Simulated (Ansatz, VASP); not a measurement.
# One calculation of Ge, two programs

File INCAR:

```
ALGO     = Normal         # electronic algorithm
EDIFF    = 1E-7           # SCF threshold, eV
EDIFFG   = -0.04          # ionic threshold
ENCUT    = 600            # plane-wave cutoff, eV
GGA      = PE             # functional
IBRION   = 2              # ionic algorithm
ISIF     = 3              # what is computed and relaxed
ISMEAR   = 0              # smearing method
LASPH    = T              # aspherical terms in the spheres
LCHARG   = F              # write CHGCAR
LREAL    = F              # projectors in reciprocal space
LWAVE    = F              # write WAVECAR
NELM     = 60             # most SCF steps
NSW      = 90             # ionic steps
PREC     = Accurate       # precision mode
SIGMA    = 0.1            # smearing width, eV
```

Contents of KPOINTS:

```
k-points
0
Gamma
  6 6 4
```

POSCAR

```
Ge
1.0
    3.1334424900      0.0000000000      0.0000000000
   -1.5667212500      2.7136408000      0.0000000000
    0.0000000000      0.0000000000      5.1564892400
Ge
2
Direct
    0.0000000000      0.0000000000      0.7349418300
    0.0000000000      0.0000000000      0.2650581700
```

Input for Ansatz:

```yaml
crystal:
  lattice:
    - [3.13344249, 0.0, 0.0]
    - [-1.56672125, 2.7136408, 0.0]
    - [0.0, 0.0, 5.15648924]
  atoms:
    - { symbol: Ge, position: [0.0, 0.0, 0.73494183] }
    - { symbol: Ge, position: [0.0, 0.0, 0.26505817] }
basis:
  ecutwfc: 420
kpoints:
  mp_grid: { grid: [6, 6, 4] }
hamiltonian:
  xc: pbe
scf:
  occupations: { method: gaussian, width: 0.1 }
  lower_state_search: "off"
output:
  forces: true
  stress: true
  eigenvalues: true
relax:
  adjacent_minimum: "off"
  f_tol: 0.04
  max_steps: 70
  cell: { stress_tol: 0.4 }
```

Alike in both runs: task relaxation of cell and atoms; functional PBE; k mesh 6 × 6 × 4; occupations gaussian, width 0.1 eV; no spin polarisation.

|  | VASP | Ansatz |
| --- | --- | --- |
| version | VASP 6.6.1 | Ansatz 0.2.0 |
| potentials or method | VASP PAW PBE potentials, release 64 (Ge_d), cutoff 600 eV | scalar-relativistic, plane waves, PAW |
| valence electrons in the cell | 28 | 28 |

|  | VASP | Ansatz | Ansatz less VASP |
| --- | --- | --- | --- |
| gap on the k mesh at the Fermi level, each at its own relaxed structure (eV) | none | none | - |
| relaxed volume (Å³/atom) | 19.67 | 19.65 | -0.022 |
| relaxed cell length with the largest relative difference (Å) | 5.652 | 5.646 | -0.0060 |

A gap of «none» marks a metal or a gap that the smearing closes.

The k mesh is coarse, so the values compare programs but aren't converged.
